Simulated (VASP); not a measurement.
# SrTiO3 (Pm-3m) in VASP: further runs

SrTiO3 is run at these levels: LDA; tasks: single point.

Everything below comes from runs of VASP 6.6.1. Logs are shortened: lines on timing, memory, paths and dates and some standing lists are left out, and cuts for length are marked.

### Step 1. The cell of the first run

It takes space group Pm-3m (No. 221, cubic). The conventional cell has a = 3.813 Å, b = 3.813 Å, c = 3.813 Å, α = 90.00°, β = 90.00°, γ = 90.00°. Within 3.6 Å of Sr (site symmetry m-3m) lie 12 O at 2.70 Å and 8 Ti at 3.30 Å. Within 2.5 Å of Ti (site symmetry m-3m) lie 6 O at 1.91 Å. Within 2.5 Å of O (site symmetry 4/mmm) lie 2 Ti at 1.91 Å.

### Step 2. Single point, LDA

The input, INCAR:

```
SYSTEM = SrTiO3
PREC = Accurate
ENCUT = 520
EDIFF = 1E-7
ISMEAR = 0
SIGMA = 0.01
LREAL = .False.
LASPH = .True.
NELM = 60
ALGO = Normal
ISIF = 2
LWAVE = .False.
LCHARG = .True.
GGA = CA
LELF = .True.
LVHAR = .True.
NBANDS = 28
```

The input, KPOINTS:

```
regular mesh
0
Gamma
  6 6 6
  0 0 0
```

The input, POSCAR:

```
SrTiO3
1.0
    3.8129231041      0.0000000000      0.0000000000
    0.0000000000      3.8129231041      0.0000000000
    0.0000000000      0.0000000000      3.8129231041
Sr Ti O
1 1 3
Direct
    0.5000000000      0.5000000000      0.5000000000
    0.0000000000      0.0000000000      0.0000000000
    0.5000000000      0.0000000000      0.0000000000
    0.0000000000      0.5000000000      0.0000000000
    0.0000000000      0.0000000000      0.5000000000
```

Potentials or basis: VASP PAW LDA potentials, release 64 (Sr_sv, Ti_sv, O).

Started as:

```console
$ cat potpaw_LDA.64/Sr_sv/POTCAR potpaw_LDA.64/Ti_sv/POTCAR potpaw_LDA.64/O/POTCAR > POTCAR
$ mpirun -np 1 vasp_std > vasp.out
```

OUTCAR:

```text
SYSTEM = SrTiO3
   PREC = Accurate
   ENCUT = 520
   EDIFF = 1E-7
   ISMEAR = 0
   LREAL = .False.
   LASPH = .True.
   NELM = 60
   ISIF = 2
   GGA = CA

 ion  position               nearest neighbor table
   1  0.500  0.500  0.500-   3 2.70   4 2.70   5 2.70   3 2.70   4 2.70   3 2.70   5 2.70   3 2.70
                             4 2.70   5 2.70   4 2.70   5 2.70   2 3.30   2 3.30   2 3.30   2 3.30
   2  0.000  0.000  0.000-   3 1.91   4 1.91   5 1.91   5 1.91   4 1.91   3 1.91   1 3.30   1 3.30
                             1 3.30   1 3.30   1 3.30   1 3.30   1 3.30   1 3.30
   3  0.500  0.000  0.000-   2 1.91   2 1.91   1 2.70   1 2.70   1 2.70   1 2.70
   4  0.000  0.500  0.000-   2 1.91   2 1.91   1 2.70   1 2.70   1 2.70   1 2.70
   5  0.000  0.000  0.500-   2 1.91   2 1.91   1 2.70   1 2.70   1 2.70   1 2.70

  LATTYP: Found a simple cubic cell.
 ALAT       =     3.8129231041

  Lattice vectors:

 A1 = (   3.8129231041,   0.0000000000,   0.0000000000)
 A2 = (   0.0000000000,   3.8129231041,   0.0000000000)
 A3 = (   0.0000000000,   0.0000000000,   3.8129231041)

Analysis of symmetry for initial positions (statically):
=====================================================================
 Subroutine PRICEL returns:
 Original cell was already a primitive cell.

 Routine SETGRP: Setting up the symmetry group for a
 simple cubic supercell.

 Subroutine GETGRP returns: Found 48 space group operations
 (whereof 48 operations were pure point group operations)
 out of a pool of 48 trial point group operations.

The static configuration has the point symmetry O_h .

Analysis of symmetry for dynamics (positions and initial velocities):
=====================================================================
 Subroutine PRICEL returns:
 Original cell was already a primitive cell.

 Routine SETGRP: Setting up the symmetry group for a
 simple cubic supercell.

 Subroutine GETGRP returns: Found 48 space group operations
 (whereof 48 operations were pure point group operations)
 out of a pool of 48 trial point group operations.

The dynamic configuration has the point symmetry O_h .

 Subroutine INISYM returns: Found 48 space group operations
 (whereof 48 operations are pure point group operations),
 and found     1 'primitive' translations

----------------------------------------------------------------------------------------

                                     Primitive cell

  volume of cell :      55.4337

  direct lattice vectors                    reciprocal lattice vectors
     3.812923104  0.000000000  0.000000000     0.262265976  0.000000000  0.000000000
     0.000000000  3.812923104  0.000000000     0.000000000  0.262265976  0.000000000
     0.000000000  0.000000000  3.812923104     0.000000000  0.000000000  0.262265976

  length of vectors
     3.812923104  3.812923104  3.812923104     0.262265976  0.262265976  0.262265976

  position of ions in fractional coordinates (direct lattice)
     0.500000000  0.500000000  0.500000000
     0.000000000  0.000000000  0.000000000
     0.500000000  0.000000000  0.000000000
     0.000000000  0.500000000  0.000000000
     0.000000000  0.000000000  0.500000000

  ion indices of the primitive-cell ions
   primitive index   ion index
                 1           1
                 2           2
                 3           3
                 4           4
                 5           5

----------------------------------------------------------------------------------------

 KPOINTS: regular mesh

Automatic generation of k-mesh.
 Grid dimensions read from file:
 generate k-points for:    6    6    6

 Generating k-lattice:

  Cartesian coordinates                     Fractional coordinates (reciprocal lattice)
     0.043710996  0.000000000  0.000000000     0.166666667  0.000000000  0.000000000
     0.000000000  0.043710996  0.000000000     0.000000000  0.166666667  0.000000000
     0.000000000  0.000000000  0.043710996     0.000000000  0.000000000  0.166666667

  Length of vectors
     0.043710996  0.043710996  0.043710996

  Shift w.r.t. Gamma in fractional coordinates (k-lattice)
     0.000000000  0.000000000  0.000000000

 Subroutine IBZKPT returns following result:
 ===========================================

 Found     20 irreducible k-points:

 Following reciprocal coordinates:
            Coordinates               Weight
  0.000000  0.000000  0.000000      1.000000
  0.166667  0.000000  0.000000      6.000000
  0.333333  0.000000  0.000000      6.000000
  0.500000  0.000000  0.000000      3.000000
  0.166667  0.166667  0.000000     12.000000
  0.333333  0.166667  0.000000     24.000000
[... 12 lines left out ...]
  0.500000  0.500000  0.333333      6.000000
  0.500000  0.500000  0.500000      1.000000
   k-points           NKPTS =     20   k-points in BZ     NKDIM =     20   number of bands    NBANDS=     28
   number of dos      NEDOS =    301   number of ions     NIONS =      5
   total plane-waves  NPLWV =  21952
   dimension x,y,z NGX =    28 NGY =   28 NGZ =   28
   dimension x,y,z NGXF=    56 NGYF=   56 NGZF=   56
   ions per type =               1   1   3
   NGX,Y,Z   is equivalent  to a cutoff of  12.21, 12.21, 12.21 a.u.
   NGXF,Y,Z  is equivalent  to a cutoff of  24.42, 24.42, 24.42 a.u.
 SYSTEM =  SrTiO3
   PREC   = accura    normal or accurate (medium, high low for compatibility)
   ISTART =      0    job   : 0-new  1-cont  2-samecut
   ICHARG =      2    charge: 1-file 2-atom 10-const
   ISPIN  =      1    spin polarized calculation?
   LNONCOLLINEAR =      F non collinear calculations
   LSORBIT =      F    spin-orbit coupling
   LASPH  =      T    aspherical Exc in radial PAW
   ENCUT  =  520.0 eV  38.22 Ry    6.18 a.u.   7.09  7.09  7.09*2*pi/ulx,y,z
   NELM   =     60;   NELMIN=  2; NELMDL= -5     # of ELM steps
   EDIFF  = 0.1E-06   stopping-criterion for ELM
   LREAL  =      F    real-space projection
   EDIFFG = 0.1E-05   stopping-criterion for IOM
   NSW    =      0    number of steps for IOM
   IBRION =     -1    ionic relax: 0-MD 1-quasi-New 2-CG
   NFREE  =      0    steps in history (QN), initial steepest desc. (CG)
   ISIF   =      2    stress and relaxation
   ISYM   =      2    0-nonsym 1-usesym 2-fastsym
   POTIM  = 0.5000    time-step for ionic-motion
   TEBEG  =    0.0;   TEEND  =   0.0 temperature during run
   PSTRESS=    0.0 pullay stress
   NELECT =      40.0000    total number of electrons
   NUPDOWN=      -1.0000    fix difference up-down
   EMIN   =  10.00;   EMAX   =-10.00  energy-range for DOS
   EFERMI =   0.00;   METHOD = LEGACY
   ISMEAR =     0;   SIGMA  =   0.01  broadening in eV -4-tet -1-fermi 0-gaus
   EFERMI_NEDOS =   21; number of points for ismear=-14 and -15
   IALGO  =     38    algorithm
   IMIX   =      4    mixing-type and parameters
     AMIX     =   0.40;   BMIX     =  1.00
     AMIX_MAG =   1.60;   BMIX_MAG =  1.00
  volume/ion in A,a.u.               =      11.09        74.82
  Fermi-wavevector in a.u.,A,eV,Ry     =   1.468374  2.774825 29.335836  2.156123
  Thomas-Fermi vector in A             =   2.583880
   LORBIT       =      0    0 simple, 1 ext, 2 COOP (PROOUT), +10 PAW based schemes
   GGA     = CA    functional components
   LHFCALC =     F    Hartree Fock is set to
   AEXX    =    0.0000 exact exchange contribution
   IVDW    =     0    specifies the selected vdW correction
   LEPSILON=     F    determine dielectric tensor
   LRPA    =     F    only Hartree local field effects (RPA)
 non-spin polarized calculation
 Gauss-broadening in eV      SIGMA  =   0.01
  energy-cutoff  :      520.00
  volume of cell :       55.43
 maximum number of plane-waves:      1510
   NGX = 15   NGY = 15   NGZ = 15

 number of electron      39.9999988 magnetization

 Free energy of the ion-electron system (eV)
  ---------------------------------------------------
  ext. energy  EPLUGINS =         0.00000000
  ---------------------------------------------------
  free energy    TOTEN  =       -44.12101948 eV

  energy without entropy =      -44.12101948  energy(sigma->0) =      -44.12101948

 E-fermi :   4.6116     XC(G=0): -12.1713

 val. band max:        4.4949898761   @ k =   0.5000   0.5000   0.5000
 cond. band min:       6.3605657346   @ k =   0.0000   0.0000   0.0000
 fundamental gap:      1.8655758586
 Fermi energy:         4.6115521143

 k-point     1 :       0.0000    0.0000    0.0000
  band No.  band energies     occupation
      1     -50.9422      2.00000
      2     -27.7993      2.00000
      3     -27.6487      2.00000
      4     -27.6487      2.00000
      5     -27.6487      2.00000
      6     -12.8988      2.00000
[... 20 lines left out ...]
     27       9.8286      0.00000
     28      11.1512      0.00000

 k-point     2 :       0.1667    0.0000    0.0000
  band No.  band energies     occupation
      1     -50.9416      2.00000
      2     -27.8324      2.00000
      3     -27.6475      2.00000
      4     -27.6475      2.00000
      5     -27.6320      2.00000
      6     -12.9388      2.00000
[... 20 lines left out ...]
     27      10.4011      0.00000
     28      11.8229      0.00000

 k-point     3 :       0.3333    0.0000    0.0000
  band No.  band energies     occupation
      1     -50.9404      2.00000
      2     -27.8912      2.00000
      3     -27.6452      2.00000
      4     -27.6452      2.00000
      5     -27.6055      2.00000
      6     -13.1260      2.00000
[... 20 lines left out ...]
     27      11.5336      0.00000
     28      12.7669      0.00000

 k-point     4 :       0.5000    0.0000    0.0000
  band No.  band energies     occupation
      1     -50.9398      2.00000
      2     -27.9187      2.00000
      3     -27.6440      2.00000
      4     -27.6440      2.00000
      5     -27.5937      2.00000
      6     -13.2377      2.00000
[... 454 lines left out ...]
     27      12.8672      0.00000
     28      13.4092      0.00000

 k-point    19 :       0.5000    0.5000    0.3333
  band No.  band energies     occupation
      1     -50.9355      2.00000
      2     -27.7436      2.00000
      3     -27.7436      2.00000
      4     -27.7168      2.00000
      5     -27.7136      2.00000
      6     -11.5466      2.00000
[... 20 lines left out ...]
     27      13.0956      0.00000
     28      13.7437      0.00000

 k-point    20 :       0.5000    0.5000    0.5000
  band No.  band energies     occupation
      1     -50.9348      2.00000
      2     -27.7421      2.00000
      3     -27.7421      2.00000
      4     -27.7421      2.00000
      5     -27.7066      2.00000
      6     -11.3017      2.00000
[... 20 lines left out ...]
     27      13.7439      0.00000
     28      13.7439      0.00000

------------------------ aborting loop because EDIFF is reached ----------------------------------------

  FORCE on cell =-STRESS in cart. coord.  units (eV):
  Direction    XX          YY          ZZ          XY          YZ          ZX
  --------------------------------------------------------------------------------------
  -------------------------------------------------------------------------------------
  Total        2.8486618      2.8486618      2.8486618      0.0000000      0.0000000     -0.0000000
  in kB       82.3336421     82.3336421     82.3336421      0.0000000      0.0000000     -0.0000000
  external PRESSURE =      82.3336421 kB  Pullay stress =       0.0000000 kB

 VOLUME and BASIS-vectors are now :
 -----------------------------------------------------------------------------
  energy-cutoff  :      520.00
  volume of cell :       55.43
      direct lattice vectors                 reciprocal lattice vectors
     3.812923104  0.000000000  0.000000000     0.262265976  0.000000000  0.000000000
     0.000000000  3.812923104  0.000000000     0.000000000  0.262265976  0.000000000
     0.000000000  0.000000000  3.812923104     0.000000000  0.000000000  0.262265976

 POSITION                                       TOTAL-FORCE (eV/Angst)
 -----------------------------------------------------------------------------------
      1.90646      1.90646      1.90646         0.000000      0.000000      0.000000
      0.00000      0.00000      0.00000         0.000000      0.000000      0.000000
      1.90646      0.00000      0.00000         0.000000      0.000000      0.000000
      0.00000      1.90646      0.00000         0.000000      0.000000      0.000000
      0.00000      0.00000      1.90646         0.000000      0.000000      0.000000
 -----------------------------------------------------------------------------------
    total drift:                               -0.000000      0.000000     -0.000000

  FREE ENERGIE OF THE ION-ELECTRON SYSTEM (eV)
  ---------------------------------------------------
  free  energy   TOTEN  =       -44.1210194783 eV

  energy  without entropy=      -44.1210194783  energy(sigma->0) =      -44.12101948
```

It took 48 s on 1 thread of Intel Xeon 8259CL, shared host; peak memory 0.16 GiB.

What came out:

| Quantity | Value |
| --- | --- |
| Free energy | -44.1210 eV |
| Pressure | 8.2 GPa |
| Band gap on the k mesh | 1.87 eV, indirect (least direct gap 2.17 eV) |

Levels at points of the mesh, in eV from the valence-band top:
| k point | band 16 | band 17 | band 18 | band 19 | band 20 | band 21 | band 22 | band 23 | band 24 | band 25 |
| --- | --- | --- | --- | --- | --- | --- | --- | --- | --- | --- |
| (0.00, 0.00, 0.00) | -1.32 | -1.32 | -0.31 | -0.31 | -0.31 | 1.87 | 1.87 | 1.87 | 4.81 | 4.81 |
| (0.50, 0.00, 0.00) | -2.58 | -2.58 | -2.28 | -0.72 | -0.72 | 2.08 | 4.12 | 4.12 | 4.90 | 7.32 |
| (0.50, 0.50, 0.00) | -3.21 | -1.67 | -1.65 | -1.65 | -0.11 | 4.13 | 4.13 | 4.59 | 5.98 | 8.17 |
| (0.50, 0.50, 0.50) | -3.98 | -3.98 | 0.00 | 0.00 | 0.00 | 4.89 | 4.89 | 4.89 | 7.13 | 7.13 |

### Step 3. Single point, LDA

The input, INCAR:

```
PREC = Accurate ; ENCUT = 520
EDIFF = 1E-6 ; ISMEAR = 0
SIGMA = 0.01 ; LREAL = False
LASPH = True ; NELM = 80
ALGO = Normal ; ISIF = 2
LWAVE = False ; LCHARG = False
NBANDS = 28
```

The input, KPOINTS:

```
Automatic mesh
0
Gamma
  6 6 6
```

POSCAR is that of step 2.

Potentials or basis: VASP PAW LDA potentials, release 64 (Sr_sv, Ti_sv, O).

Started as:

```console
$ cat potpaw_LDA.64/Sr_sv/POTCAR potpaw_LDA.64/Ti_sv/POTCAR potpaw_LDA.64/O/POTCAR > POTCAR
$ mpirun -np 1 vasp_std > vasp.out
```

Run time: 44 s. Hardware: 1 thread of Intel Xeon 8259CL, shared host; peak memory 0.16 GiB.

Results (log left out):

```
Free energy            : -44.1210 eV
Pressure               : 8.2 GPa
Band gap on the k mesh : 1.87 eV, indirect (least direct gap 2.17 eV)
```

Levels at points of the mesh, in eV from the valence-band top:
```tsv
k point	band 18	band 19	band 20	band 21	band 22	band 23
(0.00, 0.00, 0.00)	-0.31	-0.31	-0.31	1.87	1.87	1.87
(0.50, 0.00, 0.00)	-2.28	-0.72	-0.72	2.08	4.12	4.12
(0.50, 0.50, 0.00)	-1.65	-1.65	-0.11	4.13	4.13	4.59
(0.50, 0.50, 0.50)	0.00	0.00	0.00	4.89	4.89	4.89
```

A k mesh can miss the band edges. A hybrid or GW would open this gap; LDA tends to underestimate it.

(Part 1 of 2 ends here.)
